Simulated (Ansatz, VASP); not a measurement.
**One calculation of GaSb, two programs**

Contents of POSCAR:

```
GaSb
1.0
    0.0000000000      3.0045612220      3.0045612220
    3.0045612220      0.0000000000      3.0045612220
    3.0045612220      3.0045612220      0.0000000000
Ga Sb
1 1
Direct
    0.0000000000      0.0000000000      0.0000000000
    0.2500000000      0.2500000000      0.2500000000
```

Contents of INCAR.step1:

```
SYSTEM = GaSb
PREC = Accurate
ENCUT = 520
EDIFF = 1E-5
ISMEAR = 0
SIGMA = 0.01
LREAL = .False.
LASPH = .True.
NELM = 100
ALGO = Normal
ISIF = 2
LWAVE = .True.
LCHARG = .False.
NBANDS = 16
GGA = PE
```

The input INCAR.step2:

```
SYSTEM = GaSb
PREC = Accurate
ENCUT = 520
EDIFF = 1E-7
ISMEAR = 0
SIGMA = 0.01
LREAL = .False.
LASPH = .True.
NELM = 100
ALGO = Normal
ISIF = 2
LWAVE = .False.
LCHARG = .False.
GGA = PE
LHFCALC = .True.
HFSCREEN = 0.2079
PRECFOCK = Normal
NBANDS = 16
ISTART = 1
```

Contents of KPOINTS:

```
Automatic mesh
0
Gamma
  6 6 6
  0 0 0
```

Input for Ansatz:

```yaml
crystal:
  lattice:
    - [0.0, 3.004561222, 3.004561222]
    - [3.004561222, 0.0, 3.004561222]
    - [3.004561222, 3.004561222, 0.0]
  atoms:
    - { symbol: Ga, position: [0.0, 0.0, 0.0] }
    - { symbol: Sb, position: [0.25, 0.25, 0.25] }
kpoints:
  mp_grid: { grid: [6, 6, 6] }
  band_path:
    path:
      - [0.0, 0.0, 0.0]
      - [-0.5, -0.5, 0.0]
      - [-0.375, -0.375, 0.25]
      - [-0.375, 0.0, 0.375]
      - [0.0, 0.0, 0.5]
      - [-0.5, -0.25, 0.25]
    npoints: 1
hamiltonian:
  xc: hse06
scf:
  occupations: { method: fixed }
  n_extra_bands: 4
output:
  forces: true
  stress: true
  eigenvalues: true
  write_density: true
  write_potential: true
  elf: true
  volumetric_format: npy
```

Change from the starting cell: hydrostatic strain -2.0%.

Alike in both runs: task single point; functional HSE06; k mesh 6 × 6 × 6; no spin polarisation.

|  | VASP | Ansatz |
| --- | --- | --- |
| version | VASP 6.6.1 | Ansatz 0.2.0 |
| potentials or method | VASP PAW PBE potentials, release 64 (Ga_d, Sb) | plane waves, PAW |
| plane-wave cutoff (eV) | 520 | 420 |
| occupations | gaussian, width 0.01 eV | fixed |
| valence electrons in the cell | 18 | 28 |

Ansatz gave:

```
gap on the k mesh at the Fermi level (eV) : 1.17
pressure (GPa)                            : 4.0
```

Q: Estimate VASP's values.

A: gap on the k mesh at the Fermi level (eV): 1.20; pressure (GPa): 3.4.

VASP's potentials hold 18 valence electrons a cell and Ansatz's 28, so a difference there can come from the potentials and not from the codes. Ansatz's warnings: stress exchange threshold loose, stress scf threshold loose.

Spin-orbit coupling is off throughout.
